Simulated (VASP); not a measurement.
# GaP (F-43m) in VASP: further runs

The runs below take GaP through single point, with PBEsol.

All numbers are computed with VASP 6.6.1; they aren't measurements. Logs are shortened: lines on timing, memory, paths and dates and some standing lists are left out, and cuts for length are marked.

**Measured values to compare with.**

From “Stacking defects in GaP nanowires: Electronic structure and optical properties”, 2018, arxiv:1810.01194, for a bulk crystal of GaP at 10 K: band gap 2.34 eV (indirect).

How close the calculation comes is told below.

## (1) The cell of the first run

The structure is cubic, space group F-43m (No. 216). Conventional cell: a = 5.358 Å, b = 5.358 Å, c = 5.358 Å, α = 90.00°, β = 90.00°, γ = 90.00°. Ga (site symmetry -43m) has 4 P at 2.32 Å within 3.1 Å. P (site symmetry -43m) has 4 Ga at 2.32 Å within 3.1 Å.

## (2) Single point, PBEsol

Input file INCAR:

```
ALGO = Normal
EDIFF = 1E-6
ENCUT = 520
GGA = PS
ISIF = 2
ISMEAR = 0
LASPH = T
LCHARG = F
LREAL = F
LWAVE = F
NBANDS = 16
NELM = 60
PREC = Accurate
SIGMA = 0.01
```

Input file KPOINTS:

```
k-points
0
Gamma
  6 6 6
```

Input file POSCAR:

```
GaP
1.0
    0.0000000000      2.6790503969      2.6790503969
    2.6790503969      0.0000000000      2.6790503969
    2.6790503969      2.6790503969      0.0000000000
Ga P
1 1
Direct
    0.0000000000      0.0000000000      0.0000000000
    0.2500000000      0.2500000000      0.2500000000
```

Potentials or basis: VASP PAW PBE potentials, release 64 (Ga_d, P).

Launch:

```sh
> cat potpaw_PBE.64/Ga_d/POTCAR potpaw_PBE.64/P/POTCAR > POTCAR
> mpirun -np 1 vasp_std > vasp.out
```

OUTCAR:

```text
EDIFF = 1E-6
   ENCUT = 520
   GGA = PS
   ISIF = 2
   ISMEAR = 0
   LASPH = T
   LREAL = F
   NELM = 60
   PREC = Accurate

 ion  position               nearest neighbor table
   1  0.000  0.000  0.000-   2 2.32   2 2.32   2 2.32   2 2.32
   2  0.250  0.250  0.250-   1 2.32   1 2.32   1 2.32   1 2.32

  LATTYP: Found a face centered cubic cell.
 ALAT       =     5.3581007938

  Lattice vectors:

 A1 = (   0.0000000000,   2.6790503969,   2.6790503969)
 A2 = (   2.6790503969,   0.0000000000,   2.6790503969)
 A3 = (   2.6790503969,   2.6790503969,   0.0000000000)

Analysis of symmetry for initial positions (statically):
=====================================================================
 Subroutine PRICEL returns:
 Original cell was already a primitive cell.

 Routine SETGRP: Setting up the symmetry group for a
 face centered cubic supercell.

 Subroutine GETGRP returns: Found 24 space group operations
 (whereof 24 operations were pure point group operations)
 out of a pool of 48 trial point group operations.

The static configuration has the point symmetry T_d .

Analysis of symmetry for dynamics (positions and initial velocities):
=====================================================================
 Subroutine PRICEL returns:
 Original cell was already a primitive cell.

 Routine SETGRP: Setting up the symmetry group for a
 face centered cubic supercell.

 Subroutine GETGRP returns: Found 24 space group operations
 (whereof 24 operations were pure point group operations)
 out of a pool of 48 trial point group operations.

The dynamic configuration has the point symmetry T_d .

 Subroutine INISYM returns: Found 24 space group operations
 (whereof 24 operations are pure point group operations),
 and found     1 'primitive' translations

----------------------------------------------------------------------------------------

                                     Primitive cell

  volume of cell :      38.4568

  direct lattice vectors                    reciprocal lattice vectors
     0.000000000  2.679050397  2.679050397    -0.186633294  0.186633294  0.186633294
     2.679050397  0.000000000  2.679050397     0.186633294 -0.186633294  0.186633294
     2.679050397  2.679050397  0.000000000     0.186633294  0.186633294 -0.186633294

  length of vectors
     3.788749406  3.788749406  3.788749406     0.323258347  0.323258347  0.323258347

  position of ions in fractional coordinates (direct lattice)
     0.000000000  0.000000000  0.000000000
     0.250000000  0.250000000  0.250000000

  ion indices of the primitive-cell ions
   primitive index   ion index
                 1           1
                 2           2

----------------------------------------------------------------------------------------

 KPOINTS: k-points

Automatic generation of k-mesh.
 Grid dimensions read from file:
 generate k-points for:    6    6    6

 Generating k-lattice:

  Cartesian coordinates                     Fractional coordinates (reciprocal lattice)
    -0.031105549  0.031105549  0.031105549     0.166666667  0.000000000  0.000000000
     0.031105549 -0.031105549  0.031105549     0.000000000  0.166666667  0.000000000
     0.031105549  0.031105549 -0.031105549     0.000000000  0.000000000  0.166666667

  Length of vectors
     0.053876391  0.053876391  0.053876391

  Shift w.r.t. Gamma in fractional coordinates (k-lattice)
     0.000000000  0.000000000  0.000000000

 Subroutine IBZKPT returns following result:
 ===========================================

 Found     16 irreducible k-points:

 Following reciprocal coordinates:
            Coordinates               Weight
  0.000000  0.000000  0.000000      1.000000
  0.166667  0.000000  0.000000      8.000000
  0.333333  0.000000  0.000000      8.000000
  0.500000  0.000000  0.000000      4.000000
  0.166667  0.166667  0.000000      6.000000
  0.333333  0.166667  0.000000     24.000000
[... 8 lines left out ...]
 -0.333333  0.333333  0.166667     24.000000
 -0.333333  0.500000  0.166667     12.000000
   k-points           NKPTS =     16   k-points in BZ     NKDIM =     16   number of bands    NBANDS=     16
   number of dos      NEDOS =    301   number of ions     NIONS =      2
   total plane-waves  NPLWV =  21952
   dimension x,y,z NGX =    28 NGY =   28 NGZ =   28
   dimension x,y,z NGXF=    56 NGYF=   56 NGZF=   56
   ions per type =               1   1
   NGX,Y,Z   is equivalent  to a cutoff of  12.29, 12.29, 12.29 a.u.
   NGXF,Y,Z  is equivalent  to a cutoff of  24.57, 24.57, 24.57 a.u.
 SYSTEM =  unknown system
   PREC   = accura    normal or accurate (medium, high low for compatibility)
   ISTART =      0    job   : 0-new  1-cont  2-samecut
   ICHARG =      2    charge: 1-file 2-atom 10-const
   ISPIN  =      1    spin polarized calculation?
   LNONCOLLINEAR =      F non collinear calculations
   LSORBIT =      F    spin-orbit coupling
   LASPH  =      T    aspherical Exc in radial PAW
   ENCUT  =  520.0 eV  38.22 Ry    6.18 a.u.   7.04  7.04  7.04*2*pi/ulx,y,z
   NELM   =     60;   NELMIN=  2; NELMDL= -5     # of ELM steps
   EDIFF  = 0.1E-05   stopping-criterion for ELM
   LREAL  =      F    real-space projection
   EDIFFG = 0.1E-04   stopping-criterion for IOM
   NSW    =      0    number of steps for IOM
   IBRION =     -1    ionic relax: 0-MD 1-quasi-New 2-CG
   NFREE  =      0    steps in history (QN), initial steepest desc. (CG)
   ISIF   =      2    stress and relaxation
   ISYM   =      2    0-nonsym 1-usesym 2-fastsym
   POTIM  = 0.5000    time-step for ionic-motion
   TEBEG  =    0.0;   TEEND  =   0.0 temperature during run
   PSTRESS=    0.0 pullay stress
   NELECT =      18.0000    total number of electrons
   NUPDOWN=      -1.0000    fix difference up-down
   EMIN   =  10.00;   EMAX   =-10.00  energy-range for DOS
   EFERMI =   0.00;   METHOD = LEGACY
   ISMEAR =     0;   SIGMA  =   0.01  broadening in eV -4-tet -1-fermi 0-gaus
   EFERMI_NEDOS =   21; number of points for ismear=-14 and -15
   IALGO  =     38    algorithm
   IMIX   =      4    mixing-type and parameters
     AMIX     =   0.40;   BMIX     =  1.00
     AMIX_MAG =   1.60;   BMIX_MAG =  1.00
  volume/ion in A,a.u.               =      19.23       129.76
  Fermi-wavevector in a.u.,A,eV,Ry     =   1.271086  2.402003 21.982368  1.615658
  Thomas-Fermi vector in A             =   2.404038
   LORBIT       =      0    0 simple, 1 ext, 2 COOP (PROOUT), +10 PAW based schemes
   GGA     = PS    functional components
   LHFCALC =     F    Hartree Fock is set to
   AEXX    =    0.0000 exact exchange contribution
   IVDW    =     0    specifies the selected vdW correction
   LEPSILON=     F    determine dielectric tensor
   LRPA    =     F    only Hartree local field effects (RPA)
 non-spin polarized calculation
 Gauss-broadening in eV      SIGMA  =   0.01
  energy-cutoff  :      520.00
  volume of cell :       38.46
 maximum number of plane-waves:      1056
   NGX = 15   NGY = 15   NGZ = 15

 number of electron      17.9999986 magnetization

 Free energy of the ion-electron system (eV)
  ---------------------------------------------------
  ext. energy  EPLUGINS =         0.00000000
  ---------------------------------------------------
  free energy    TOTEN  =        -9.88433285 eV

  energy without entropy =       -9.88433285  energy(sigma->0) =       -9.88433285

 E-fermi :   5.2494     XC(G=0): -10.2528

 val. band max:        5.1147483951   @ k =   0.0000   0.0000   0.0000
 cond. band min:       6.5154555750   @ k =   0.5000   0.5000   0.0000
 fundamental gap:      1.4007071799
 Fermi energy:         5.2494027250

 k-point     1 :       0.0000    0.0000    0.0000
  band No.  band energies     occupation
      1      -9.5330      2.00000
      2      -9.5330      2.00000
      3      -9.5330      2.00000
      4      -9.4158      2.00000
      5      -9.4158      2.00000
      6      -7.8114      2.00000
[... 8 lines left out ...]
     15      14.9548      0.00000
     16      14.9548      0.00000

 k-point     2 :       0.1667    0.0000    0.0000
  band No.  band energies     occupation
      1      -9.5629      2.00000
      2      -9.5237      2.00000
      3      -9.5237      2.00000
      4      -9.4157      2.00000
      5      -9.4157      2.00000
      6      -7.4271      2.00000
[... 8 lines left out ...]
     15      14.0550      0.00000
     16      15.1781      0.00000

 k-point     3 :       0.3333    0.0000    0.0000
  band No.  band energies     occupation
      1      -9.6125      2.00000
      2      -9.5088      2.00000
      3      -9.5088      2.00000
      4      -9.4115      2.00000
      5      -9.4115      2.00000
      6      -6.4001      2.00000
[... 8 lines left out ...]
     15      14.7928      0.00000
     16      14.7939      0.00000

 k-point     4 :       0.5000    0.0000    0.0000
  band No.  band energies     occupation
      1      -9.6343      2.00000
      2      -9.5038      2.00000
      3      -9.5038      2.00000
      4      -9.4069      2.00000
      5      -9.4069      2.00000
      6      -5.5446      2.00000
[... 8 lines left out ...]
     15      16.9463      0.00000
     16      16.9463      0.00000
[... 172 lines left out ...]
 k-point    14 :       0.5000    0.3333    0.1667
  band No.  band energies     occupation
      1      -9.6379      2.00000
      2      -9.4924      2.00000
      3      -9.4790      2.00000
      4      -9.4338      2.00000
      5      -9.4029      2.00000
      6      -5.5584      2.00000
[... 8 lines left out ...]
     15      17.1719      0.00000
     16      18.6758      0.00000

 k-point    15 :      -0.3333    0.3333    0.1667
  band No.  band energies     occupation
      1      -9.6448      2.00000
      2      -9.4924      2.00000
      3      -9.4711      2.00000
      4      -9.4295      2.00000
      5      -9.4068      2.00000
      6      -4.8184      2.00000
[... 8 lines left out ...]
     15      17.8448      0.00000
     16      18.1405      0.00000

 k-point    16 :      -0.3333    0.5000    0.1667
  band No.  band energies     occupation
      1      -9.6568      2.00000
      2      -9.4786      2.00000
      3      -9.4625      2.00000
      4      -9.4410      2.00000
      5      -9.4002      2.00000
      6      -4.4754      2.00000
[... 8 lines left out ...]
     15      17.2382      0.00000
     16      19.0396      0.00000

------------------------ aborting loop because EDIFF is reached ----------------------------------------

  FORCE on cell =-STRESS in cart. coord.  units (eV):
  Direction    XX          YY          ZZ          XY          YZ          ZX
  --------------------------------------------------------------------------------------
  -------------------------------------------------------------------------------------
  Total        0.9898423      0.9898423      0.9898423     -0.0000000      0.0000000     -0.0000000
  in kB       41.2386033     41.2386033     41.2386033     -0.0000000      0.0000000     -0.0000000
  external PRESSURE =      41.2386033 kB  Pullay stress =       0.0000000 kB

 VOLUME and BASIS-vectors are now :
 -----------------------------------------------------------------------------
  energy-cutoff  :      520.00
  volume of cell :       38.46
      direct lattice vectors                 reciprocal lattice vectors
     0.000000000  2.679050397  2.679050397    -0.186633294  0.186633294  0.186633294
     2.679050397  0.000000000  2.679050397     0.186633294 -0.186633294  0.186633294
     2.679050397  2.679050397  0.000000000     0.186633294  0.186633294 -0.186633294

 POSITION                                       TOTAL-FORCE (eV/Angst)
 -----------------------------------------------------------------------------------
      0.00000      0.00000      0.00000         0.000000     -0.000000      0.000000
      1.33953      1.33953      1.33953        -0.000000      0.000000     -0.000000
 -----------------------------------------------------------------------------------
    total drift:                                0.000000      0.000000      0.000000

  FREE ENERGIE OF THE ION-ELECTRON SYSTEM (eV)
  ---------------------------------------------------
  free  energy   TOTEN  =        -9.8843328476 eV

  energy  without entropy=       -9.8843328476  energy(sigma->0) =       -9.88433285
```

Wall time 8.8 s (1 thread of Intel Xeon Platinum 8259CL at 2.50GHz (Skylake/Cascade Lake), shared host); peak memory 0.15 GiB.

What came out:

```yaml
Free_energy: -9.8843 eV
Pressure: 4.1 GPa
Band_gap_on_the_k_mesh: 1.40 eV, indirect (least direct gap 2.17 eV)
```

Levels at points of the mesh, in eV from the valence-band top:
```
           k point  band 7  band 8  band 9  band 10  band 11  band 12
(0.00, 0.00, 0.00)    0.00    0.00    0.00     2.17     3.80     3.80
(0.50, 0.00, 0.00)   -7.01   -1.21   -1.21     1.74     4.63     4.63
(0.50, 0.50, 0.00)   -7.06   -2.90   -2.90     1.40     1.65    10.93
```

Caveat: the PAW data sets were made with another functional, which shifts forces and pressure a little. A k mesh can miss the band edges.

## (3) Single point, PBEsol

This run uses another cell than the first one, of 19.84 Å³/atom, 1.032 times its volume.

Input file INCAR:

```
SYSTEM = GaP
  ALGO = Normal
  EDIFF = 1E-7
  ENCUT = 520
  GGA = PS
  ISIF = 2
  ISMEAR = 0
  LASPH = .TRUE.
  LCHARG = .FALSE.
  LREAL = .FALSE.
  LWAVE = .FALSE.
  NBANDS = 16
  NELM = 60
  PREC = Accurate
  SIGMA = 0.01
```

Input file KPOINTS:

```
k-points
0
G
  6 6 6
  0 0 0
```

Input file POSCAR:

```
GaP
1.0
    0.0000000000      2.7069591804      2.7069591804
    2.7069591804      0.0000000000      2.7069591804
    2.7069591804      2.7069591804      0.0000000000
Ga P
1 1
Direct
    0.0000000000      0.0000000000      0.0000000000
    0.2500000000      0.2500000000      0.2500000000
```

Potentials or basis: VASP PAW PBE potentials, release 64 (Ga_d, P).

Launch:

```sh
> cat potpaw_PBE.64/Ga_d/POTCAR potpaw_PBE.64/P/POTCAR > POTCAR
> mpirun -np 1 vasp_std > vasp.out
```

OUTCAR:

```text
SYSTEM = GaP
   EDIFF = 1E-7
   ENCUT = 520
   GGA = PS
   ISIF = 2
   ISMEAR = 0
   LASPH = .TRUE.
   LREAL = .FALSE.
   NELM = 60
   PREC = Accurate

 ion  position               nearest neighbor table
   1  0.000  0.000  0.000-   2 2.34   2 2.34   2 2.34   2 2.34
   2  0.250  0.250  0.250-   1 2.34   1 2.34   1 2.34   1 2.34

  LATTYP: Found a face centered cubic cell.
 ALAT       =     5.4139183608

  Lattice vectors:

 A1 = (   0.0000000000,   2.7069591804,   2.7069591804)
[... 478 lines left out ...]

------------------------ aborting loop because EDIFF is reached ----------------------------------------

  FORCE on cell =-STRESS in cart. coord.  units (eV):
  Direction    XX          YY          ZZ          XY          YZ          ZX
  --------------------------------------------------------------------------------------
  -------------------------------------------------------------------------------------
  Total        0.2869200      0.2869200      0.2869200      0.0000000      0.0000000      0.0000000
  in kB       11.5876730     11.5876730     11.5876730      0.0000000      0.0000000      0.0000000
  external PRESSURE =      11.5876730 kB  Pullay stress =       0.0000000 kB

 VOLUME and BASIS-vectors are now :
 -----------------------------------------------------------------------------
  energy-cutoff  :      520.00
  volume of cell :       39.67
      direct lattice vectors                 reciprocal lattice vectors
     0.000000000  2.706959180  2.706959180    -0.184709102  0.184709102  0.184709102
     2.706959180  0.000000000  2.706959180     0.184709102 -0.184709102  0.184709102
     2.706959180  2.706959180  0.000000000     0.184709102  0.184709102 -0.184709102

 POSITION                                       TOTAL-FORCE (eV/Angst)
 -----------------------------------------------------------------------------------
      0.00000      0.00000      0.00000        -0.000000     -0.000000     -0.000000
      1.35348      1.35348      1.35348         0.000000      0.000000      0.000000
 -----------------------------------------------------------------------------------
    total drift:                                0.000000      0.000000      0.000000

  FREE ENERGIE OF THE ION-ELECTRON SYSTEM (eV)
  ---------------------------------------------------
  free  energy   TOTEN  =        -9.9042881263 eV

  energy  without entropy=       -9.9042881263  energy(sigma->0) =       -9.90428813
```

stdout:

```text
POSCAR found type information on POSCAR GaP
 POSCAR found :  2 types and       2 ions
 scaLAPACK will be used
 -----------------------------------------------------------------------------
|                                                                             |
|                                                                             |
|     You enforced a specific xc type in the INCAR file but a different       |
|     I HOPE YOU KNOW WHAT YOU ARE DOING!                                     |
|                                                                             |
 -----------------------------------------------------------------------------

 LDA part: xc-table for (Slater+PW92), standard interpolation
 POSCAR, INCAR and KPOINTS ok, starting setup
 FFT: planning ... GRIDC
 FFT: planning ... GRID_SOFT
 FFT: planning ... GRID
 WAVECAR not read
 entering main loop
```

Run time: 10 s. Hardware: 1 thread of Intel Xeon Platinum 8259CL at 2.50GHz (Skylake/Cascade Lake), shared host; peak memory 0.15 GiB.

What came out:

```
Free energy            : -9.9043 eV
Pressure               : 1.2 GPa
Band gap on the k mesh : 1.47 eV, indirect (least direct gap 1.92 eV)
```

Levels at points of the mesh, in eV from the valence-band top:
```csv
k point,band 7,band 8,band 9,band 10,band 11,band 12
"(0.00, 0.00, 0.00)",0.00,0.00,0.00,1.92,3.82,3.82
"(0.50, 0.00, 0.00)",-6.82,-1.16,-1.16,1.64,4.64,4.64
"(0.50, 0.50, 0.00)",-6.91,-2.79,-2.79,1.47,1.69,10.70
```

Caveat: the PAW data sets were made with another functional, which shifts forces and pressure a little.

## (4) Against experiment

Step 3. Measured gap of GaP: 2.34 eV (indirect; 10 K; quoted in “Stacking defects in GaP nanowires: Electronic structure and optical properties”, 2018, arxiv:1810.01194). This calculation gives 1.47 eV (-0.87 eV). Spin-orbit coupling on Ga is left out. The value is that of PBEsol on a finite k mesh, which can miss the band edges, without temperature or zero-point motion. Semilocal functionals fall short of measured gaps as a rule.
